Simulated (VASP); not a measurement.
A run of VASP 6.6.1 is set up as follows.

Contents of INCAR:

```
PREC = Accurate
ENCUT = 520
EDIFF = 1E-7
ISMEAR = -1
SIGMA = 0.05
LREAL = False
LASPH = True
NELM = 100
ALGO = Normal
ISIF = 2
LWAVE = False
LCHARG = False
GGA = CA
NBANDS = 10
```

File KPOINTS:

```
Automatic mesh
0
Gamma
  13 13 13
```

The input POSCAR:

```
Na
1.0
   -1.7839792305      1.7839792305      1.7839792305
    1.7839792305     -1.7839792305      1.7839792305
    1.7839792305      1.7839792305     -1.7839792305
Na
1
Direct
    0.0000000000      0.0000000000      0.0000000000
```

Potentials or basis: VASP PAW LDA potentials, release 64 (Na_pv).

Command:

```bash
$ cat potpaw_LDA.64/Na_pv/POTCAR > POTCAR
$ mpirun -np 1 vasp_std > vasp.out
```

Question: Estimate the pressure.

Answer: 7.2 GPa.

Question: Predict the band gap on the k mesh.

Answer: Zero (an odd number of electrons rules out a gap without spin polarisation).

Caveat: the cell stands under pressure.
